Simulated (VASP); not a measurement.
The system is AlCu6.

```xyz
7
Lattice="4.6387 0.0000 0.0000 0.0000 4.6387 0.0000 0.0000 0.0000 5.1869" Properties=species:S:1:pos:R:3 pbc="T T T"
Al    2.3193    2.3193    1.1755
Cu    3.4283    3.4283    3.9696
Cu    1.2104    1.2104    3.9696
Cu    1.2104    3.4283    3.9696
Cu    3.4283    1.2104    3.9696
Cu    2.3193    0.0000    0.5508
Cu    0.0000    2.3193    0.5508
```

| Item | Value |
| --- | --- |
| Program | VASP 6.6.1 |
| Task | relaxation of cell and atoms |
| Functional | PBE |
| Potentials or basis | VASP PAW PBE potentials, release 64 (Al, Cu) |
| Cutoff | 600 eV |
| k mesh | 4 × 4 × 3 |
| Occupations | gaussian, width 0.2 eV |
| Spin | no spin polarisation |

At the start: pressure 7.5 GPa; volume 15.94 Å³/atom.

Problem. Where does the relaxation end?

Solution. Over 23 steps the energy falls by 535.8 meV/atom and the volume is 13.40 Å³/atom (-16.0 %); space group P4/mmm (No. 123, to 0.05 Å).

The path:
| step | energy change (eV) | largest force (eV/Å) | pressure (GPa) | volume (Å³) |
| --- | --- | --- | --- | --- |
| 1 | 0.0000 | 1.7648 | 7.47 | 111.61 |
| 2 | -0.6019 | 0.4060 | -5.75 | 123.89 |
| 3 | -0.6202 | 0.5134 | -4.06 | 121.65 |
| 4 | -1.0048 | 0.6313 | -4.04 | 116.71 |
| 5 | -1.8618 | 1.4587 | -1.00 | 105.74 |
| 6 | -1.8979 | 3.4184 | 24.95 | 83.16 |
| 7 | -2.2827 | 2.6293 | 7.75 | 94.67 |
| 8 | -2.2859 | 3.0088 | 12.64 | 90.55 |
| 9 | -2.3494 | 2.9533 | 12.74 | 90.07 |
| 10 | -2.5018 | 2.7623 | 13.52 | 88.58 |
| 11 | -2.5870 | 2.1997 | 16.88 | 85.42 |
| 12 | -2.7649 | 1.9693 | 13.94 | 86.58 |
| 13 | -3.1515 | 1.4797 | 6.78 | 90.12 |
| 14 | -3.3884 | 1.1513 | -3.57 | 97.48 |
| 15 | -3.3914 | 1.1824 | -2.74 | 96.73 |
| 16 | -3.4307 | 1.1579 | -2.46 | 96.36 |
| 17 | -3.5342 | 1.0683 | -1.51 | 95.24 |
| 18 | -3.6639 | 0.8069 | 0.84 | 93.04 |
| 19 | -3.4930 | 1.0437 | 8.56 | 88.71 |
| 20 | -3.6813 | 0.6617 | 2.09 | 92.13 |
| 21 | -3.7253 | 0.3444 | 0.60 | 93.19 |
| 22 | -3.7437 | 0.1324 | -0.85 | 94.39 |
| 23 | -3.7507 | 0.0763 | -0.08 | 93.78 |

Final structure:
```
CELL_PARAMETERS angstrom
5.13567 0.00000 0.00000
0.00000 5.13567 0.00000
0.00000 0.00000 3.55576
ATOMIC_POSITIONS crystal
Al 0.50000 0.50000 0.21083
Cu 0.75647 0.75647 0.71398
Cu 0.24353 0.24353 0.71398
Cu 0.24353 0.75647 0.71398
Cu 0.75647 0.24353 0.71398
Cu 0.50000 0.00000 0.21674
Cu 0.00000 0.50000 0.21674
```

Caveat: the k points lie up to 0.59 Å⁻¹ apart in the final cell; the volume moved by over 15 % at a fixed basis, so the end points are rough; the relaxation stopped at a loose force limit of 0.08 eV/Å, so its end isn't a converged minimum.
